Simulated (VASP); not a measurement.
Co, 4 atoms in the cell. Symmetry: P6_3/mmc, No. 194, hexagonal system. Conventional cell: a = 2.615 Å, b = 2.615 Å, c = 8.486 Å, α = 90.00°, β = 90.00°, γ = 120.00°. Within 3.4 Å of Co (site symmetry -3m) lie 12 Co at 2.60 to 2.62 Å. Within 3.4 Å of Co (site symmetry -6m2) lie 12 Co at 2.60 to 2.62 Å. 

| Quantity | Value |
| --- | --- |
| Program | VASP 6.6.1 |
| Task | single point |
| Functional | RPBE |
| Potentials or basis | VASP PAW PBE potentials, release 64 (Co) |
| Cutoff | 520 eV |
| k mesh | 16 × 16 × 5 |
| Occupations | fermi-dirac, width 0.05 eV |
| Spin | collinear spin, ferromagnetic start |
| Starting moments | [1.748, 1.748, 1.764, 1.764] μB |
| Dipole correction | no |
| Further INCAR settings | ALGO = Normal; EDIFF = 1e-06; NBANDS = 30 |

Potentials or basis: VASP PAW PBE potentials, release 64 (Co).

Run with:

```sh
$ cat potpaw_PBE.64/Co/POTCAR > POTCAR
$ mpirun -np 1 vasp_std > vasp.out
```

Hardware: 1 thread of Intel(R) Xeon(R) Platinum 8488C (Sapphire Rapids), on a shared host.

**Question.** How long does it take, and how much memory?

**Answer.** Run time: 3.6 min on 1 thread of Intel(R) Xeon(R) Platinum 8488C (Sapphire Rapids) (shared host), peak memory 0.31 GiB. Counts: scf iterations 18, k points 90.
